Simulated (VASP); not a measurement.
# AlNi (Pm-3m) in VASP: further runs

Aim: see how the results for AlNi move with the level of theory and the settings. Levels: revPBE, RPBE. Tasks: single point, relaxation of cell and atoms.

Program: VASP 6.6.1. These are calculated values, not measurements. Logs are shortened: lines on timing, memory, paths and dates and some standing lists are left out, and cuts for length are marked.

## (1) The cell of the first run

The structure is cubic, space group Pm-3m (No. 221). The conventional cell has a = 2.881 Å, b = 2.881 Å, c = 2.881 Å, α = 90.00°, β = 90.00°, γ = 90.00°. Within 3.3 Å of Ni (site symmetry m-3m) lie 8 Al at 2.50 Å and 6 Ni at 2.88 Å. Al (site symmetry m-3m) has 8 Ni at 2.50 Å and 6 Al at 2.88 Å within 3.3 Å.

## (2) Single point, revPBE, collinear spin, ferromagnetic start

Contents of INCAR:

```
SYSTEM = AlNi
PREC = Accurate
ENCUT = 520
EDIFF = 1E-7
ISMEAR = -1
SIGMA = 0.05
LREAL = .False.
LASPH = .True.
NELM = 150
ALGO = Normal
ISIF = 2
LWAVE = .False.
LCHARG = .True.
ISPIN = 2
MAGMOM = 1 0
LORBIT = 11
LMAXMIX = 4
GGA = RE
LELF = .True.
LVHAR = .True.
NBANDS = 18
```

Contents of KPOINTS:

```
regular mesh
0
Gamma
  9 9 9
  0 0 0
```

Contents of POSCAR:

```
AlNi
1.0
    2.8810000000      0.0000000000      0.0000000000
    0.0000000000      2.8810000000      0.0000000000
    0.0000000000      0.0000000000      2.8810000000
Ni Al
1 1
Direct
    0.5000000000      0.5000000000      0.5000000000
    0.0000000000      0.0000000000      0.0000000000
```

Potentials or basis: VASP PAW PBE potentials, release 64 (Ni, Al).

On the command line:

```sh
$ cat potpaw_PBE.64/Ni/POTCAR potpaw_PBE.64/Al/POTCAR > POTCAR
$ mpirun -np 1 vasp_std > vasp.out
```

OUTCAR:

```text
SYSTEM = AlNi
   PREC = Accurate
   ENCUT = 520
   EDIFF = 1E-7
   ISMEAR = -1
   LREAL = .False.
   LASPH = .True.
   NELM = 150
   ISIF = 2
   ISPIN = 2
   LORBIT = 11
   GGA = RE

 ion  position               nearest neighbor table
   1  0.500  0.500  0.500-   2 2.50   2 2.50   2 2.50   2 2.50   2 2.50   2 2.50   2 2.50   2 2.50

   2  0.000  0.000  0.000-   1 2.50   1 2.50   1 2.50   1 2.50   1 2.50   1 2.50   1 2.50   1 2.50

  LATTYP: Found a simple cubic cell.
 ALAT       =     2.8810000000

  Lattice vectors:

 A1 = (   2.8810000000,   0.0000000000,   0.0000000000)
 A2 = (   0.0000000000,   2.8810000000,   0.0000000000)
 A3 = (   0.0000000000,   0.0000000000,   2.8810000000)

Analysis of symmetry for initial positions (statically):
=====================================================================
 Subroutine PRICEL returns:
 Original cell was already a primitive cell.

 Routine SETGRP: Setting up the symmetry group for a
 simple cubic supercell.

 Subroutine GETGRP returns: Found 48 space group operations
 (whereof 48 operations were pure point group operations)
 out of a pool of 48 trial point group operations.

The static configuration has the point symmetry O_h .

Analysis of symmetry for dynamics (positions and initial velocities):
=====================================================================
 Subroutine PRICEL returns:
 Original cell was already a primitive cell.

 Routine SETGRP: Setting up the symmetry group for a
 simple cubic supercell.

 Subroutine GETGRP returns: Found 48 space group operations
 (whereof 48 operations were pure point group operations)
 out of a pool of 48 trial point group operations.

The dynamic configuration has the point symmetry O_h .

Analysis of structural, dynamic, and magnetic symmetry:
=====================================================================
 Subroutine PRICEL returns:
 Original cell was already a primitive cell.

 Routine SETGRP: Setting up the symmetry group for a
 simple cubic supercell.

 Subroutine GETGRP returns: Found 48 space group operations
 (whereof 48 operations were pure point group operations)
 out of a pool of 48 trial point group operations.

The overall configuration has the point symmetry O_h .

 Subroutine INISYM returns: Found 48 space group operations
 (whereof 48 operations are pure point group operations),
 and found     1 'primitive' translations

----------------------------------------------------------------------------------------

                                     Primitive cell

  volume of cell :      23.9128

  direct lattice vectors                    reciprocal lattice vectors
     2.881000000  0.000000000  0.000000000     0.347101701  0.000000000  0.000000000
     0.000000000  2.881000000  0.000000000     0.000000000  0.347101701  0.000000000
     0.000000000  0.000000000  2.881000000     0.000000000  0.000000000  0.347101701

  length of vectors
     2.881000000  2.881000000  2.881000000     0.347101701  0.347101701  0.347101701

  position of ions in fractional coordinates (direct lattice)
     0.500000000  0.500000000  0.500000000
     0.000000000  0.000000000  0.000000000

  ion indices of the primitive-cell ions
   primitive index   ion index
                 1           1
                 2           2

----------------------------------------------------------------------------------------

 KPOINTS: regular mesh

Automatic generation of k-mesh.
 Grid dimensions read from file:
 generate k-points for:    9    9    9

 Generating k-lattice:

  Cartesian coordinates                     Fractional coordinates (reciprocal lattice)
     0.038566856  0.000000000  0.000000000     0.111111111  0.000000000  0.000000000
     0.000000000  0.038566856  0.000000000     0.000000000  0.111111111  0.000000000
     0.000000000  0.000000000  0.038566856     0.000000000  0.000000000  0.111111111

  Length of vectors
     0.038566856  0.038566856  0.038566856

  Shift w.r.t. Gamma in fractional coordinates (k-lattice)
     0.000000000  0.000000000  0.000000000

 Subroutine IBZKPT returns following result:
 ===========================================

 Found     35 irreducible k-points:

 Following reciprocal coordinates:
            Coordinates               Weight
  0.000000  0.000000  0.000000      1.000000
  0.111111  0.000000  0.000000      6.000000
  0.222222  0.000000  0.000000      6.000000
  0.333333  0.000000  0.000000      6.000000
  0.444444  0.000000  0.000000      6.000000
  0.111111  0.111111  0.000000     12.000000
[... 16 lines left out ...]
  0.333333  0.333333  0.111111     24.000000
  0.444444  0.333333  0.111111     48.000000
 [... further k-points ...]
   k-points           NKPTS =     35   k-points in BZ     NKDIM =     35   number of bands    NBANDS=     18
   number of dos      NEDOS =    301   number of ions     NIONS =      2
   total plane-waves  NPLWV =  13824
   dimension x,y,z NGX =    24 NGY =   24 NGZ =   24
   dimension x,y,z NGXF=    48 NGYF=   48 NGZF=   48
   ions per type =               1   1
   NGX,Y,Z   is equivalent  to a cutoff of  13.85, 13.85, 13.85 a.u.
   NGXF,Y,Z  is equivalent  to a cutoff of  27.70, 27.70, 27.70 a.u.
 SYSTEM =  AlNi
   PREC   = accura    normal or accurate (medium, high low for compatibility)
   ISTART =      0    job   : 0-new  1-cont  2-samecut
   ICHARG =      2    charge: 1-file 2-atom 10-const
   ISPIN  =      2    spin polarized calculation?
   LNONCOLLINEAR =      F non collinear calculations
   LSORBIT =      F    spin-orbit coupling
   LASPH  =      T    aspherical Exc in radial PAW
   ENCUT  =  520.0 eV  38.22 Ry    6.18 a.u.   5.36  5.36  5.36*2*pi/ulx,y,z
   NELM   =    150;   NELMIN=  2; NELMDL= -5     # of ELM steps
   EDIFF  = 0.1E-06   stopping-criterion for ELM
   LREAL  =      F    real-space projection
   EDIFFG = 0.1E-05   stopping-criterion for IOM
   NSW    =      0    number of steps for IOM
   IBRION =     -1    ionic relax: 0-MD 1-quasi-New 2-CG
   NFREE  =      0    steps in history (QN), initial steepest desc. (CG)
   ISIF   =      2    stress and relaxation
   ISYM   =      2    0-nonsym 1-usesym 2-fastsym
   POTIM  = 0.5000    time-step for ionic-motion
   TEBEG  =    0.0;   TEEND  =   0.0 temperature during run
   PSTRESS=    0.0 pullay stress
   NELECT =      13.0000    total number of electrons
   NUPDOWN=      -1.0000    fix difference up-down
   EMIN   =  10.00;   EMAX   =-10.00  energy-range for DOS
   EFERMI =   0.00;   METHOD = LEGACY
   ISMEAR =    -1;   SIGMA  =   0.05  broadening in eV -4-tet -1-fermi 0-gaus
   EFERMI_NEDOS =   21; number of points for ismear=-14 and -15
   IALGO  =     38    algorithm
   IMIX   =      4    mixing-type and parameters
     AMIX     =   0.40;   BMIX     =  1.00
     AMIX_MAG =   1.60;   BMIX_MAG =  1.00
  volume/ion in A,a.u.               =      11.96        80.69
  Fermi-wavevector in a.u.,A,eV,Ry     =   1.336122  2.524904 24.289410  1.785221
  Thomas-Fermi vector in A             =   2.464773
   LORBIT       =     11    0 simple, 1 ext, 2 COOP (PROOUT), +10 PAW based schemes
   GGA     = RE    functional components
   LHFCALC =     F    Hartree Fock is set to
   AEXX    =    0.0000 exact exchange contribution
   IVDW    =     0    specifies the selected vdW correction
   LEPSILON=     F    determine dielectric tensor
   LRPA    =     F    only Hartree local field effects (RPA)
 spin polarized calculation
  energy-cutoff  :      520.00
  volume of cell :       23.91
 maximum number of plane-waves:       656
 NGX is ok and might be reduce to    24
   NGX = 11   NGY = 11   NGZ = 11

 number of electron      13.0000015 magnetization       0.0004938

 number of electron      13.0000015 magnetization      -0.0000227

 Free energy of the ion-electron system (eV)
  ---------------------------------------------------
  ext. energy  EPLUGINS =         0.00000000
  ---------------------------------------------------
  free energy    TOTEN  =        -9.90250782 eV

  energy without entropy =       -9.89588684  energy(sigma->0) =       -9.89919733

 E-fermi :  10.1170     XC(G=0): -11.9841

 val. band max:       10.0513653643   @ k =   0.3333   0.1111   0.0000
 cond. band min:      10.1660437850   @ k =   0.3333   0.1111   0.1111
 fundamental gap:      0.1146784207
 Fermi energy:        10.1169960071

 spin component 1

 k-point     1 :       0.0000    0.0000    0.0000
  band No.  band energies     occupation
      1      -1.0204      1.00000
      2       6.8782      1.00000
      3       6.8782      1.00000
      4       8.5635      1.00000
      5       8.5635      1.00000
      6       8.5635      1.00000
[... 10 lines left out ...]
     17      33.4096      0.00000
     18      33.4096      0.00000

 k-point     2 :       0.1111    0.0000    0.0000
  band No.  band energies     occupation
      1      -0.7933      1.00000
      2       6.8543      1.00000
      3       6.9308      1.00000
      4       8.4687      1.00000
      5       8.4687      1.00000
      6       8.5736      1.00000
[... 10 lines left out ...]
     17      32.7864      0.00000
     18      34.3231      0.00000

 k-point     3 :       0.2222    0.0000    0.0000
  band No.  band energies     occupation
      1      -0.1202      1.00000
      2       6.6279      1.00000
      3       7.0675      1.00000
      4       8.2465      1.00000
      5       8.2465      1.00000
      6       8.5996      1.00000
[... 412 lines left out ...]
 k-point    23 :       0.3333    0.3333    0.1111
  band No.  band energies     occupation
      1       2.9562      1.00000
      2       6.3943      1.00000
      3       6.9571      1.00000
      4       7.7480      1.00000
      5       8.1110      1.00000
      6       8.1870      1.00000
[... 10 lines left out ...]
     17      31.2205      0.00000
     18      35.7397      0.00000

 k-point    24 :       0.4444    0.3333    0.1111
  band No.  band energies     occupation
      1       4.0851      1.00000
      2       5.6772      1.00000
      3       7.1022      1.00000
      4       7.6271      1.00000
      5       8.1889      1.00000
      6       8.3349      1.00000
[... 10 lines left out ...]
     17      32.6952      0.00000
     18      36.5554      0.00000

 [... further k-points ...]

 spin component 2

 k-point     1 :       0.0000    0.0000    0.0000
  band No.  band energies     occupation
      1      -1.0203      1.00000
      2       6.8782      1.00000
      3       6.8782      1.00000
      4       8.5635      1.00000
      5       8.5635      1.00000
      6       8.5635      1.00000
[... 10 lines left out ...]
     17      33.4096      0.00000
     18      33.4096      0.00000

 k-point     2 :       0.1111    0.0000    0.0000
  band No.  band energies     occupation
      1      -0.7933      1.00000
      2       6.8544      1.00000
      3       6.9308      1.00000
      4       8.4688      1.00000
      5       8.4688      1.00000
      6       8.5737      1.00000
[... 10 lines left out ...]
     17      32.7864      0.00000
     18      34.3232      0.00000

 k-point     3 :       0.2222    0.0000    0.0000
  band No.  band energies     occupation
      1      -0.1201      1.00000
      2       6.6280      1.00000
      3       7.0675      1.00000
      4       8.2466      1.00000
      5       8.2466      1.00000
      6       8.5996      1.00000
[... 412 lines left out ...]
 k-point    23 :       0.3333    0.3333    0.1111
  band No.  band energies     occupation
      1       2.9563      1.00000
      2       6.3944      1.00000
      3       6.9572      1.00000
      4       7.7481      1.00000
      5       8.1111      1.00000
      6       8.1871      1.00000
[... 10 lines left out ...]
     17      31.2205      0.00000
     18      35.7397      0.00000

 k-point    24 :       0.4444    0.3333    0.1111
  band No.  band energies     occupation
      1       4.0852      1.00000
      2       5.6772      1.00000
      3       7.1023      1.00000
      4       7.6271      1.00000
      5       8.1890      1.00000
      6       8.3350      1.00000
[... 10 lines left out ...]
     17      32.6952      0.00000
     18      36.5553      0.00000

 [... further k-points ...]
[... 5 lines left out ...]
  --------------------------------------------------------------------------------------
  -------------------------------------------------------------------------------------
  Total        0.7036882      0.7036882      0.7036882     -0.0000000     -0.0000000      0.0000000
  in kB       47.1477637     47.1477637     47.1477637     -0.0000000     -0.0000000      0.0000000
  external PRESSURE =      47.1477637 kB  Pullay stress =       0.0000000 kB

 VOLUME and BASIS-vectors are now :
 -----------------------------------------------------------------------------
  energy-cutoff  :      520.00
  volume of cell :       23.91
      direct lattice vectors                 reciprocal lattice vectors
     2.881000000  0.000000000  0.000000000     0.347101701  0.000000000  0.000000000
     0.000000000  2.881000000  0.000000000     0.000000000  0.347101701  0.000000000
     0.000000000  0.000000000  2.881000000     0.000000000  0.000000000  0.347101701

 POSITION                                       TOTAL-FORCE (eV/Angst)
 -----------------------------------------------------------------------------------
      1.44050      1.44050      1.44050         0.000000      0.000000      0.000000
      0.00000      0.00000      0.00000         0.000000      0.000000      0.000000
 -----------------------------------------------------------------------------------
    total drift:                                0.000000      0.000000     -0.000000

  FREE ENERGIE OF THE ION-ELECTRON SYSTEM (eV)
  ---------------------------------------------------
  free  energy   TOTEN  =        -9.9025078205 eV

  energy  without entropy=       -9.8958868379  energy(sigma->0) =       -9.89919733

 total charge

# of ion       s       p       d       tot
------------------------------------------
    1        0.474   0.518   8.465   9.457
    2        0.386   0.414   0.000   0.799
--------------------------------------------------
tot          0.860   0.932   8.465  10.256

 magnetization (x)

# of ion       s       p       d       tot
------------------------------------------
    1        0.000   0.000   0.000   0.000
    2       -0.000   0.000   0.000  -0.000
--------------------------------------------------
tot          0.000   0.000   0.000   0.000
```

Wall time 18 s (1 thread of AMD EPYC 9R45 (Zen 5), shared host); peak memory 0.13 GiB.

What came out:

- Free energy: -9.9025 eV
- Pressure: 4.7 GPa
- Net moment: 0.00 μB per cell
- Valence electrons inside the program's atomic spheres: Ni 9.46; Al 0.80

Caveat: the PAW data sets were made with another functional, which shifts forces and pressure a little.

## (3) Single point, RPBE, collinear spin, ferromagnetic start

This run uses another cell than the first one, of 12.39 Å³/atom, 1.036 times its volume.

Contents of INCAR:

```
SYSTEM = AlNi
  PREC = Accurate
  ENCUT = 520
  EDIFF = 1E-7
  ISMEAR = -1
  SIGMA = 0.05
  LREAL = .False.
  LASPH = .True.
  NELM = 150
  ALGO = Normal
  ISIF = 2
  LWAVE = .False.
  LCHARG = .True.
  ISPIN = 2
  MAGMOM = 1 0
  LORBIT = 11
  LMAXMIX = 4
  GGA = RP
  LELF = .True.
  LVHAR = .True.
  NBANDS = 18
```

KPOINTS is that of step 2.

Contents of POSCAR:

```
AlNi
1.0
    2.9156068361      0.0000000000      0.0000000000
    0.0000000000      2.9156068361      0.0000000000
    0.0000000000      0.0000000000      2.9156068361
Ni Al
1 1
Direct
    0.5000000000      0.5000000000      0.5000000000
    0.0000000000      0.0000000000      0.0000000000
```

Potentials or basis: VASP PAW PBE potentials, release 64 (Ni, Al).

On the command line:

```sh
$ cat potpaw_PBE.64/Ni/POTCAR potpaw_PBE.64/Al/POTCAR > POTCAR
$ mpirun -np 1 vasp_std > vasp.out
```

Run time: 19 s. Hardware: 1 thread of AMD EPYC 9R45 (Zen 5), shared host; peak memory 0.13 GiB.

It converged, with:

| Property | Result |
| --- | --- |
| Free energy | -9.7477 eV |
| Pressure | -0.1 GPa |
| Net moment | 0.00 μB per cell |
| Valence electrons inside the program's atomic spheres | Ni 9.39; Al 0.78 |

Levels at points of the mesh, in eV from the Fermi level:
Spin up:
```
           k point  band 4  band 5  band 6  band 7  band 8  band 9
(0.00, 0.00, 0.00)   -1.47   -1.47   -1.47    5.38    5.38    5.38
```
Spin down:
| k point | band 2 | band 3 | band 4 | band 5 | band 6 | band 7 | band 8 | band 9 | band 10 | band 11 |
| --- | --- | --- | --- | --- | --- | --- | --- | --- | --- | --- |
| (0.00, 0.00, 0.00) | -3.06 | -3.06 | -1.47 | -1.47 | -1.47 | 5.38 | 5.38 | 5.38 | 7.96 | 7.96 |

Caveat: the PAW data sets were made with another functional, which shifts forces and pressure a little.

(Continued in part 2 of 2.)
